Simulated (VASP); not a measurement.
Crystal: Mg3SnO.

```
Sn O Mg
1.0
     4.34513    0.00000    0.00000
     0.00000    4.34513    0.00000
     0.00000    0.00000    4.34513
Sn O Mg
1 1 3
Direct
  0.00000 0.00000 0.00000
  0.50000 0.50000 0.50000
  0.50000 0.50000 0.00000
  0.50000 0.00000 0.50000
  0.00000 0.50000 0.50000
```

Base run:

| Quantity | Value |
| --- | --- |
| Program | VASP 6.6.1 |
| Functional | PBE |
| Potentials or basis | VASP PAW PBE potentials, release 64 (Sn_d, O, Mg) |
| Cutoff | 520 eV |
| k mesh | 6 × 6 × 6 |
| Occupations | fermi-dirac, width 0.02 eV |
| Spin | no spin polarisation |

Its results: band gap on the k mesh zero (band 13 reaches 6.30 eV, above the bottom of band 14 at 5.97 eV); pressure 2.0 GPa.

**Question.** The run is repeated on the same cell with these changes: functional from PBE to r2SCAN; further incar settings from ALGO = Normal; EDIFF = 1e-07; NBANDS = 21 to ALGO = Normal; EDIFF = 1e-06; NBANDS = 21. What comes out?

**Answer.** Band gap on the k mesh zero (band 13 reaches 6.24 eV, above the bottom of band 14 at 6.23 eV); pressure -0.5 GPa.

Caveats: spin-orbit coupling is left out, which moves the levels of the heavy elements; the PAW data sets were made with another functional, which shifts forces and pressure a little (some runs).
